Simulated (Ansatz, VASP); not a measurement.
# NiO in VASP and in Ansatz

```
Ni O
1.0
     0.00000    2.10818    2.10818
     2.10818    0.00000    2.10818
     2.10818    2.10818    0.00000
Ni O
1 1
Direct
  0.00000 0.00000 0.00000
  0.50000 0.50000 0.50000
```

Alike in both runs: task relaxation of cell and atoms; functional PBEsol; k mesh 18 × 18 × 18; occupations gaussian, width 0.1 eV; collinear spin.

```csv
,VASP,Ansatz
version,VASP 6.6.1,Ansatz 0.2.0
potentials or method,"VASP PAW PBE potentials, release 64 (Ni, O), cutoff 600 eV","scalar-relativistic, plane waves, PAW"
valence electrons in the cell,16,24
```

VASP gave:

| Property | Result |
| --- | --- |
| gap on the k mesh at the Fermi level, each at its own relaxed structure (eV) | none |
| net moment per atom (μB) | 0.44 |
| size of the moment on the site where the two differ most (μB) | 0.74 |
| relaxed volume (Å³/atom) | 8.63 |
| relaxed length of the cell vector where the two differ most in proportion (Å) | 2.900 |

Q: Estimate Ansatz's values.

A: gap on the k mesh at the Fermi level, each at its own relaxed structure (eV): none; net moment per atom (μB): 0.63; size of the moment on the site where the two differ most (μB): 1.04; relaxed volume (Å³/atom): 8.72; relaxed length of the cell vector where the two differ most in proportion (Å): 2.911.

The net moments are unlike, so the other rows may belong to different states. VASP's potentials were made for PBE, not for PBEsol. Site moments also hang on the region over which each program counts them. A gap of «none» marks a metal or a gap that the smearing closes. VASP's potentials hold 16 valence electrons a cell and Ansatz's 24, so a difference there can come from the potentials and not from the codes.
